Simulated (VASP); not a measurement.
# Mg3Te2 (P6/mmm) in VASP: notebook, part 2 of 3

VASP 6.6.1. The steps go on from the part before.

**3. Single point, PBE**

This run uses another cell than the first one, of 35.98 Å³/atom.

Contents of INCAR:

```
SYSTEM = Mg3Te2
ALGO     = Normal         ! electronic algorithm
EDIFF    = 1E-7           ! SCF threshold, eV
ENCUT    = 520            ! plane-wave cutoff, eV
GGA      = PE             ! functional
ISIF     = 2              ! what is computed and relaxed
ISMEAR   = 0              ! smearing method
LASPH    = .True.         ! aspherical terms in the spheres
LCHARG   = .True.         ! write CHGCAR
LELF     = .True.         ! ELF
LREAL    = .False.        ! projectors in reciprocal space
LVHAR    = .True.       
LWAVE    = .False.        ! write WAVECAR
NBANDS   = 17             ! bands
NELM     = 100            ! most SCF steps
PREC     = Accurate       ! precision mode
SIGMA    = 0.1            ! smearing width, eV
```

Contents of KPOINTS:

```
k-points
0
Gamma
  6 6 2
  0 0 0
```

Contents of POSCAR:

```
Mg3Te2
1.0
    5.6549141486     -0.0000000037      0.0000000000
   -2.8274570711      4.8972993108      0.0000000000
    0.0000000000      0.0000000000      6.4952834517
Mg Te
3 2
Direct
    0.5000000000      0.0000000000      0.5000000000
    0.0000000000      0.5000000000      0.5000000000
    0.5000000000      0.5000000000      0.5000000000
    0.0000000000      0.0000000000      0.2464549591
    0.0000000000      0.0000000000      0.7535450409
```

Potentials or basis: VASP PAW PBE potentials, release 64 (Mg, Te).

Started as:

```console
cat potpaw_PBE.64/Mg/POTCAR potpaw_PBE.64/Te/POTCAR > POTCAR
mpirun -np 1 vasp_std > vasp.out
```

OUTCAR:

```text
SYSTEM = Mg3Te2
   EDIFF = 1E-7
   ENCUT = 520
   GGA = PE
   ISIF = 2
   ISMEAR = 0
   LASPH = .True.
   LREAL = .False.
   NELM = 100
   PREC = Accurate

 ion  position               nearest neighbor table
   1  0.500  0.000  0.500-   2 2.83   2 2.83   3 2.83   3 2.83   4 3.27   4 3.27   5 3.27   5 3.27

   2  0.000  0.500  0.500-   3 2.83   3 2.83   1 2.83   1 2.83   4 3.27   5 3.27   4 3.27   5 3.27

   3  0.500  0.500  0.500-   2 2.83   2 2.83   1 2.83   1 2.83   4 3.27   5 3.27   4 3.27   5 3.27

   4  0.000  0.000  0.246-   5 3.20   1 3.27   1 3.27   3 3.27   3 3.27   2 3.27   2 3.27   5 3.29

   5  0.000  0.000  0.754-   4 3.20   1 3.27   1 3.27   3 3.27   3 3.27   2 3.27   2 3.27   4 3.29

  LATTYP: Found a hexagonal cell.
 ALAT       =     5.6549141486
 C/A-ratio  =     1.1486086757

  Lattice vectors:

 A1 = (   5.6549141486,  -0.0000000037,   0.0000000000)
 A2 = (  -2.8274570711,   4.8972993108,   0.0000000000)
 A3 = (   0.0000000000,   0.0000000000,   6.4952834517)

Analysis of symmetry for initial positions (statically):
=====================================================================
 Subroutine PRICEL returns:
 Original cell was already a primitive cell.

 Routine SETGRP: Setting up the symmetry group for a
 hexagonal supercell.

 Subroutine GETGRP returns: Found 24 space group operations
 (whereof 24 operations were pure point group operations)
 out of a pool of 24 trial point group operations.

The static configuration has the point symmetry D_6h.

Analysis of symmetry for dynamics (positions and initial velocities):
=====================================================================
 Subroutine PRICEL returns:
 Original cell was already a primitive cell.

 Routine SETGRP: Setting up the symmetry group for a
 hexagonal supercell.

 Subroutine GETGRP returns: Found 24 space group operations
 (whereof 24 operations were pure point group operations)
 out of a pool of 24 trial point group operations.

The dynamic configuration has the point symmetry D_6h.

 Subroutine INISYM returns: Found 24 space group operations
 (whereof 24 operations are pure point group operations),
 and found     1 'primitive' translations

----------------------------------------------------------------------------------------

                                     Primitive cell

  volume of cell :     179.8791

  direct lattice vectors                    reciprocal lattice vectors
     5.654914149 -0.000000004  0.000000000     0.176837344  0.102097088  0.000000000
    -2.827457071  4.897299311  0.000000000     0.000000000  0.204194177  0.000000000
     0.000000000  0.000000000  6.495283452     0.000000000  0.000000000  0.153957869

  length of vectors
     5.654914149  5.654914149  6.495283452     0.204194177  0.204194177  0.153957869

  position of ions in fractional coordinates (direct lattice)
     0.500000000  0.000000000  0.500000000
     0.000000000  0.500000000  0.500000000
     0.500000000  0.500000000  0.500000000
     0.000000000  0.000000000  0.246454959
     0.000000000  0.000000000  0.753545041

  ion indices of the primitive-cell ions
   primitive index   ion index
                 1           1
[... 36 lines left out ...]
  0.500000 -0.000000  0.000000      3.000000
  0.166667  0.166667  0.000000      6.000000
  0.333333  0.166667  0.000000     12.000000
  0.333333  0.333333  0.000000      2.000000
  0.000000  0.000000  0.500000      1.000000
  0.166667  0.000000  0.500000      6.000000
  0.333333  0.000000  0.500000      6.000000
  0.500000 -0.000000  0.500000      3.000000
  0.166667  0.166667  0.500000      6.000000
  0.333333  0.166667  0.500000     12.000000
  0.333333  0.333333  0.500000      2.000000
   k-points           NKPTS =     14   k-points in BZ     NKDIM =     14   number of bands    NBANDS=     17
   number of dos      NEDOS =    301   number of ions     NIONS =      5
   total plane-waves  NPLWV =  84672
   dimension x,y,z NGX =    42 NGY =   42 NGZ =   48
   dimension x,y,z NGXF=    84 NGYF=   84 NGZF=   96
   ions per type =               3   2
   NGX,Y,Z   is equivalent  to a cutoff of  12.35, 12.35, 12.29 a.u.
   NGXF,Y,Z  is equivalent  to a cutoff of  24.69, 24.69, 24.57 a.u.
 SYSTEM =  Mg3Te2
   PREC   = accura    normal or accurate (medium, high low for compatibility)
   ISTART =      0    job   : 0-new  1-cont  2-samecut
   ICHARG =      2    charge: 1-file 2-atom 10-const
   ISPIN  =      1    spin polarized calculation?
   LNONCOLLINEAR =      F non collinear calculations
   LSORBIT =      F    spin-orbit coupling
   LASPH  =      T    aspherical Exc in radial PAW
   ENCUT  =  520.0 eV  38.22 Ry    6.18 a.u.  10.51 10.51 12.08*2*pi/ulx,y,z
   NELM   =    100;   NELMIN=  2; NELMDL= -5     # of ELM steps
   EDIFF  = 0.1E-06   stopping-criterion for ELM
   LREAL  =      F    real-space projection
   EDIFFG = 0.1E-05   stopping-criterion for IOM
   NSW    =      0    number of steps for IOM
   IBRION =     -1    ionic relax: 0-MD 1-quasi-New 2-CG
   NFREE  =      0    steps in history (QN), initial steepest desc. (CG)
   ISIF   =      2    stress and relaxation
   ISYM   =      2    0-nonsym 1-usesym 2-fastsym
   POTIM  = 0.5000    time-step for ionic-motion
   TEBEG  =    0.0;   TEEND  =   0.0 temperature during run
   PSTRESS=    0.0 pullay stress
   NELECT =      18.0000    total number of electrons
   NUPDOWN=      -1.0000    fix difference up-down
   EMIN   =  10.00;   EMAX   =-10.00  energy-range for DOS
   EFERMI =   0.00;   METHOD = LEGACY
   ISMEAR =     0;   SIGMA  =   0.10  broadening in eV -4-tet -1-fermi 0-gaus
   EFERMI_NEDOS =   21; number of points for ismear=-14 and -15
   IALGO  =     38    algorithm
   IMIX   =      4    mixing-type and parameters
     AMIX     =   0.40;   BMIX     =  1.00
     AMIX_MAG =   1.60;   BMIX_MAG =  1.00
  volume/ion in A,a.u.               =      35.98       242.78
  Fermi-wavevector in a.u.,A,eV,Ry     =   0.760044  1.436275  7.859635  0.577667
  Thomas-Fermi vector in A             =   1.858974
   LORBIT       =      0    0 simple, 1 ext, 2 COOP (PROOUT), +10 PAW based schemes
   GGA     = PE    functional components
   LHFCALC =     F    Hartree Fock is set to
   AEXX    =    0.0000 exact exchange contribution
   IVDW    =     0    specifies the selected vdW correction
   LEPSILON=     F    determine dielectric tensor
   LRPA    =     F    only Hartree local field effects (RPA)
 non-spin polarized calculation
 Gauss-broadening in eV      SIGMA  =   0.10
  energy-cutoff  :      520.00
  volume of cell :      179.88
 maximum number of plane-waves:      4886
   NGX = 21   NGY = 21   NGZ = 25

 number of electron      17.9999998 magnetization

 Free energy of the ion-electron system (eV)
  ---------------------------------------------------
  ext. energy  EPLUGINS =         0.00000000
  ---------------------------------------------------
  free energy    TOTEN  =       -11.49529287 eV

  energy without entropy =      -11.48340350  energy(sigma->0) =      -11.48934819

 E-fermi :   1.8029     XC(G=0):  -7.3018

 val. band max:        1.7958788097   @ k =   0.3333   0.1667   0.0000
 cond. band min:       1.9387859502   @ k =   0.0000   0.0000   0.0000
 fundamental gap:      0.1429071405
 Fermi energy:         1.8028843492

 k-point     1 :       0.0000    0.0000    0.0000
  band No.  band energies     occupation
      1      -9.4941      2.00000
      2      -7.6609      2.00000
      3      -2.9493      2.00000
      4      -0.9675      2.00000
      5      -0.9675      2.00000
      6      -0.4008      2.00000
[... 257 lines left out ...]
      4      -2.2271      2.00000
      5      -0.3465      2.00000
      6      -0.3465      2.00000
[... 9 lines left out ...]
     16       6.9288      0.00000
     17       8.1725      0.00000

------------------------ aborting loop because EDIFF is reached ----------------------------------------

  FORCE on cell =-STRESS in cart. coord.  units (eV):
  Direction    XX          YY          ZZ          XY          YZ          ZX
  --------------------------------------------------------------------------------------
  -------------------------------------------------------------------------------------
  Total       -0.1086195     -0.1086195      0.0346500      0.0000000      0.0000000      0.0000000
  in kB       -0.9674699     -0.9674699      0.3086265      0.0000000      0.0000000      0.0000000
  external PRESSURE =      -0.5421044 kB  Pullay stress =       0.0000000 kB

 VOLUME and BASIS-vectors are now :
 -----------------------------------------------------------------------------
  energy-cutoff  :      520.00
  volume of cell :      179.88
      direct lattice vectors                 reciprocal lattice vectors
     5.654914149 -0.000000004  0.000000000     0.176837344  0.102097088  0.000000000
    -2.827457071  4.897299311  0.000000000     0.000000000  0.204194177  0.000000000
     0.000000000  0.000000000  6.495283452     0.000000000  0.000000000  0.153957869

 POSITION                                       TOTAL-FORCE (eV/Angst)
 -----------------------------------------------------------------------------------
      2.82746     -0.00000      3.24764         0.000000     -0.000000      0.000000
     -1.41373      2.44865      3.24764         0.000000     -0.000000      0.000000
      1.41373      2.44865      3.24764         0.000000     -0.000000      0.000000
      0.00000      0.00000      1.60079        -0.000000     -0.000000      0.003664
      0.00000      0.00000      4.89449         0.000000      0.000000     -0.003664
 -----------------------------------------------------------------------------------
    total drift:                                0.000000      0.000000      0.000000

  FREE ENERGIE OF THE ION-ELECTRON SYSTEM (eV)
  ---------------------------------------------------
  free  energy   TOTEN  =       -11.4952928719 eV

  energy  without entropy=      -11.4834035031  energy(sigma->0) =      -11.48934819
```

Wall time 26 s (1 thread of Intel Xeon 6975P-C (Granite Rapids), shared host); peak memory 0.27 GiB.

What came out:

```yaml
Free_energy: -11.4953 eV
Pressure: -0.1 GPa
Largest_force: 0.004 eV/Å
Band_gap_on_the_k_mesh: zero (bands 9 and 10 overlap by 0.53 eV)
```

Forces on the atoms (eV/Å):
```
Mg   0.000  0.000  0.000
Mg   0.000  0.000  0.000
Mg   0.000  0.000  0.000
Te   0.000  0.000  0.004
Te   0.000  0.000 -0.004
```

Stress tensor (GPa, compression positive):
```
-0.10  0.00  0.00
 0.00 -0.10  0.00
 0.00  0.00  0.03
```

Levels at points of the mesh, in eV from the Fermi level:
```
           k point  band 7  band 8  band 9  band 10  band 11  band 12
(0.00, 0.00, 0.00)   -0.77   -0.77    0.14     1.42     1.42     1.59
(0.50, 0.00, 0.00)   -1.66   -0.96    0.25     2.53     2.94     3.12
(0.00, 0.00, 0.50)   -1.48   -1.29   -0.75     0.16     1.24     1.53
(0.50, 0.00, 0.50)   -1.68   -1.17   -1.06     0.96     2.25     3.70
```

Caveat: the k points lie up to 0.48 Å⁻¹ apart, too coarse for converged energies and pressures of a metal; semilocal functionals underestimate gaps, so a narrow gap can read as zero; spin-orbit coupling is left out, which moves the levels of the heavy elements.

**4. Single point, PBE**

This run uses another cell than the first one, of 35.91 Å³/atom.

Contents of INCAR:

```
SYSTEM = Mg3Te2
PREC = Accurate
ENCUT = 520
EDIFF = 1E-7
ISMEAR = 0
SIGMA = 0.1
LREAL = .FALSE.
LASPH = .TRUE.
NELM = 60
ALGO = Normal
ISIF = 2
LWAVE = .FALSE.
LCHARG = .FALSE.
GGA = PE
NBANDS = 17
```

Contents of KPOINTS:

```
Automatic mesh
0
G
  6 6 4
  0 0 0
```

Contents of POSCAR:

```
Mg3Te2
1.0
    5.7852778340      0.0000000000      0.0000000000
   -2.8926389170      5.0101975722      0.0000000000
    0.0000000000      0.0000000000      6.1945778564
Mg Te
3 2
Direct
    0.5000000000      0.0000000000      0.5000000000
    0.0000000000      0.5000000000      0.5000000000
    0.5000000000      0.5000000000      0.5000000000
    0.0000000000      0.0000000000      0.2482070055
    0.0000000000      0.0000000000      0.7517929945
```

Potentials or basis: VASP PAW PBE potentials, release 64 (Mg, Te).

Started as:

```console
cat potpaw_PBE.64/Mg/POTCAR potpaw_PBE.64/Te/POTCAR > POTCAR
mpirun -np 1 vasp_std > vasp.out
```

OUTCAR:

```text
SYSTEM = Mg3Te2
   PREC = Accurate
   ENCUT = 520
   EDIFF = 1E-7
   ISMEAR = 0
   LREAL = .FALSE.
   LASPH = .TRUE.
   NELM = 60
   ISIF = 2
   GGA = PE

 ion  position               nearest neighbor table
   1  0.500  0.000  0.500-   2 2.89   3 2.89   3 2.89   2 2.89   4 3.29   4 3.29   5 3.29   5 3.29

   2  0.000  0.500  0.500-   3 2.89   3 2.89   1 2.89   1 2.89   4 3.29   5 3.29   4 3.29   5 3.29

   3  0.500  0.500  0.500-   2 2.89   2 2.89   1 2.89   1 2.89   4 3.29   5 3.29   4 3.29   5 3.29
[... 623 lines left out ...]
  --------------------------------------------------------------------------------------
  -------------------------------------------------------------------------------------
  Total       -0.0045259     -0.0045259     -0.0600292      0.0000000     -0.0000000      0.0000000
  in kB       -0.0403854     -0.0403854     -0.5356517      0.0000000     -0.0000000      0.0000000
  external PRESSURE =      -0.2054742 kB  Pullay stress =       0.0000000 kB

 VOLUME and BASIS-vectors are now :
 -----------------------------------------------------------------------------
  energy-cutoff  :      520.00
  volume of cell :      179.55
      direct lattice vectors                 reciprocal lattice vectors
     5.785277834  0.000000000  0.000000000     0.172852545  0.099796464  0.000000000
    -2.892638917  5.010197572  0.000000000     0.000000000  0.199592927  0.000000000
     0.000000000  0.000000000  6.194577856     0.000000000  0.000000000  0.161431501

 POSITION                                       TOTAL-FORCE (eV/Angst)
 -----------------------------------------------------------------------------------
      2.89264      0.00000      3.09729        -0.000000     -0.000000      0.000000
     -1.44632      2.50510      3.09729        -0.000000     -0.000000      0.000000
      1.44632      2.50510      3.09729        -0.000000     -0.000000      0.000000
      0.00000      0.00000      1.53754         0.000000     -0.000000     -0.003031
      0.00000      0.00000      4.65704         0.000000      0.000000      0.003031
 -----------------------------------------------------------------------------------
    total drift:                                0.000000      0.000000     -0.000000

  FREE ENERGIE OF THE ION-ELECTRON SYSTEM (eV)
  ---------------------------------------------------
  free  energy   TOTEN  =       -11.4214183936 eV

  energy  without entropy=      -11.4089453460  energy(sigma->0) =      -11.41518187
```

Run time: 38 s. Hardware: 1 thread of Intel Xeon 6975P-C (Granite Rapids), shared host; peak memory 0.33 GiB.

Results:

```yaml
Free_energy: -11.4214 eV
Pressure: 0.0 GPa
Largest_force: 0.003 eV/Å
Band_gap_on_the_k_mesh: zero (bands 9 and 10 overlap by 1.03 eV)
```

Forces in eV/Å, atoms in the order of the input:
```
Mg   0.000  0.000  0.000
Mg   0.000  0.000  0.000
Mg   0.000  0.000  0.000
Te   0.000  0.000 -0.003
Te   0.000  0.000  0.003
```

Levels at points of the mesh, in eV from the Fermi level:
```csv
k point,band 7,band 8,band 9,band 10,band 11,band 12
"(0.00, 0.00, 0.00)",-0.97,-0.97,0.01,1.01,1.01,1.61
"(0.50, 0.00, 0.00)",-1.76,-1.13,-0.03,2.65,2.66,2.85
"(0.00, 0.00, 0.50)",-1.91,-1.51,-1.17,0.06,0.90,1.17
"(0.50, 0.00, 0.50)",-2.07,-1.42,-1.31,0.69,1.94,3.06
```

Caveat: spin-orbit coupling is left out, which moves the levels of the heavy elements.

**5. Single point, PBE**

This run uses another cell than the first one, of 36.11 Å³/atom.

Contents of INCAR:

```
PREC = Accurate
ENCUT = 520
EDIFF = 1E-7
ISMEAR = 0
SIGMA = 0.1
LREAL = False
LASPH = True
NELM = 80
ALGO = Fast
ISIF = 2
LWAVE = False
LCHARG = False
GGA = PE
NBANDS = 17
```

Contents of KPOINTS:

```
regular mesh
0
Gamma
  6 6 6
```

Contents of POSCAR:

```
Mg3Te2
1.0
    5.8326362679      0.0000000000      0.0000000000
   -2.9163181339      5.0512111790      0.0000000000
    0.0000000000      0.0000000000      6.1285001695
Mg Te
3 2
Direct
    0.5000000000      0.0000000000      0.5000000000
    0.0000000000      0.5000000000      0.5000000000
    0.5000000000      0.5000000000      0.5000000000
    0.0000000000      0.0000000000      0.2490260350
    0.0000000000      0.0000000000      0.7509739650
```

Started as:

```console
cat potpaw_PBE.64/Mg/POTCAR potpaw_PBE.64/Te/POTCAR > POTCAR
mpirun -np 1 vasp_std > vasp.out
```

Wall time 53 s (1 thread of Intel Xeon 6975P-C (Granite Rapids), shared host); peak memory 0.35 GiB.

The run converged. Its results:

```
Free energy            : -11.3097 eV
Pressure               : -0.1 GPa
Largest force          : 0.005 eV/Å
Band gap on the k mesh : zero (bands 9 and 10 overlap by 1.15 eV)
```

Forces in eV/Å, atoms in the order of the input:
```
Mg   0.000  0.000  0.000
Mg   0.000  0.000  0.000
Mg   0.000  0.000  0.000
Te   0.000  0.000 -0.005
Te   0.000  0.000  0.005
```

Stress tensor (GPa, compression positive):
```
-0.09  0.00  0.00
 0.00 -0.09  0.00
 0.00  0.00  0.01
```

Levels at points of the mesh, in eV from the Fermi level:
| k point | band 5 | band 6 | band 7 | band 8 | band 9 | band 10 | band 11 | band 12 | band 13 | band 14 |
| --- | --- | --- | --- | --- | --- | --- | --- | --- | --- | --- |
| (0.00, 0.00, 0.00) | -3.47 | -2.80 | -1.01 | -1.01 | 0.00 | 0.91 | 0.91 | 1.61 | 3.36 | 3.36 |
| (0.50, 0.00, 0.00) | -3.75 | -1.93 | -1.76 | -1.16 | -0.10 | 2.57 | 2.68 | 2.69 | 3.26 | 3.49 |
| (0.00, 0.00, 0.50) | -3.00 | -2.00 | -2.00 | -1.55 | -1.29 | 0.05 | 0.82 | 1.08 | 1.08 | 3.87 |
| (0.50, 0.00, 0.50) | -2.76 | -2.21 | -2.16 | -1.46 | -1.38 | 0.60 | 1.87 | 2.88 | 3.65 | 3.66 |

Caveat: spin-orbit coupling is left out, which moves the levels of the heavy elements.

(Part 2 of 3 ends here.)
